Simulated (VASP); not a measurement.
SnSe:

```
Sn Se
1.0
     0.00000    3.39084    3.39084
     3.39084    0.00000    3.39084
     3.39084    3.39084    0.00000
Sn Se
1 1
Cartesian
  0.0000 0.0000 0.0000
  5.0863 5.0863 5.0863
```

| Quantity | Value |
| --- | --- |
| Program | VASP 6.6.1 |
| Task | relaxation of cell and atoms |
| Functional | PBE |
| Dispersion | D4 |
| Potentials or basis | VASP PAW PBE potentials, release 64 (Sn_d, Se) |
| Cutoff | 600 eV |
| k mesh | 7 × 7 × 7 |
| Occupations | fermi-dirac, width 0.05 eV |
| Spin | no spin polarisation |

At the start: pressure -1.3 GPa; volume 38.99 Å³/atom.

How do energy, volume and symmetry change on relaxing?

Over 3 steps the energy falls by 6.9 meV/atom and the volume is 37.37 Å³/atom (-4.2 %); space group F-43m (No. 216, to 0.05 Å).

The path:
```csv
step,energy change (eV),largest force (eV/Å),pressure (GPa),volume (Å³)
1,0.0000,0.0000,-1.30,77.97
2,-0.0137,0.0000,0.13,74.46
3,-0.0139,0.0000,0.02,74.73
```

Final structure:
```xyz
2
Lattice="0.0000 3.3432 3.3432 3.3432 0.0000 3.3432 3.3432 3.3432 0.0000" Properties=species:S:1:pos:R:3 pbc="T T T"
Sn    0.0000    0.0000    0.0000
Se    5.0148    5.0148    5.0148
```
